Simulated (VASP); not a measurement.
A run of VASP 6.6.1:

File INCAR:

```
PREC     = Accurate       # precision mode
ENCUT    = 520            # plane-wave cutoff, eV
EDIFF    = 1E-6           # SCF threshold, eV
ISMEAR   = -1             # smearing method
SIGMA    = 0.08           # smearing width, eV
LREAL    = False          # projectors in reciprocal space
LASPH    = True           # aspherical terms in the spheres
NELM     = 100            # most SCF steps
ALGO     = Normal         # electronic algorithm
ISIF     = 2              # what is computed and relaxed
LWAVE    = False          # write WAVECAR
LCHARG   = False          # write CHGCAR
GGA      = CA             # functional
NBANDS   = 32             # bands
```

File KPOINTS:

```
regular mesh
0
Gamma
  9 9 9
```

File POSCAR:

```
Ti3Ag
1.0
    4.1870000000      0.0000000000      0.0000000000
    0.0000000000      4.1870000000      0.0000000000
    0.0000000000      0.0000000000      3.9500000000
Ti Ag
3 1
Direct
    0.0000000000      0.5000000000      0.5000000000
    0.5000000000      0.0000000000      0.5000000000
    0.5000000000      0.5000000000      0.0000000000
    0.0000000000      0.0000000000      0.0000000000
```

Potentials or basis: VASP PAW LDA potentials, release 64 (Ti_sv, Ag).

Command:

```sh
$ cat potpaw_LDA.64/Ti_sv/POTCAR potpaw_LDA.64/Ag/POTCAR > POTCAR
$ mpirun -np 1 vasp_std > vasp.out
```

Hardware: 1 thread of Intel(R) Xeon(R) Platinum 8259CL CPU @ 2.50GHz (Skylake/Cascade Lake), with other jobs on the host.

Task: Estimate the wall time of this run.

Result: Run time: 110 s on 1 thread of Intel(R) Xeon(R) Platinum 8259CL CPU @ 2.50GHz (Skylake/Cascade Lake), on a shared host, peak memory 0.26 GiB. Counts: scf iterations 16, k points 75.
